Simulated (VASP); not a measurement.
Runs of VASP 6.6.1 on Al. The structure is that of space group I4/mmm (No. 139), or close to it. The cells are those of the table. 

```tsv
cell	gap on the mesh (eV)	pressure (GPa)
a = 2.884, b = 2.884, c = 3.453 Å, angles 53.2, 53.2, 73.5°, 1 atom	none	-7.4
a = 2.627, b = 2.627, c = 2.726 Å, angles 58.7, 58.7, 62.5°, 1 atom	none	22.7
a = 2.880, b = 2.880, c = 2.988 Å, angles 58.7, 58.7, 62.5°, 1 atom	none	-6.6
a = 3.006, b = 3.006, c = 2.766 Å, angles 62.6, 62.6, 54.8°, 1 atom	none	-5.4
a = 3.054, b = 3.054, c = 2.810 Å, angles 62.6, 62.6, 54.8°, 1 atom	none	(c)
a = 2.590, b = 2.590, c = 3.100 Å, angles 53.2, 53.2, 73.5°, 1 atom	none	23.7
a = 2.840, b = 2.840, c = 3.146 Å, angles 56.4, 56.4, 67.3°, 1 atom	none	(a)
a = 2.855, b = 2.855, c = 3.066 Å, angles 57.5, 57.5, 65.0°, 1 atom	none	(b)
```

Alike in all rows: task single point; level PBE+D3(BJ); potentials or basis VASP PAW PBE potentials, release 64 (Al); no spin polarisation; k mesh 22 × 22 × 22; cutoff (eV) 520; smearing gaussian 0.15 eV.

Task: Estimate the missing entries.

Result: (a) -5.3; (b) -5.9; (c) -7.8.

Caveats: the cell stands under tension (at least some runs); the stress differs along the axes, from 20 to 28 GPa (at least some runs); the stress differs along the axes, from -11 to -3 GPa (at least some runs); the stress differs along the axes, from -12 to -6 GPa (at least some runs); the cell stands under pressure (at least some runs); the stress differs along the axes, from -8 to -2 GPa (at least some runs).

A gap of «none» marks levels without a gap at the run's occupations.
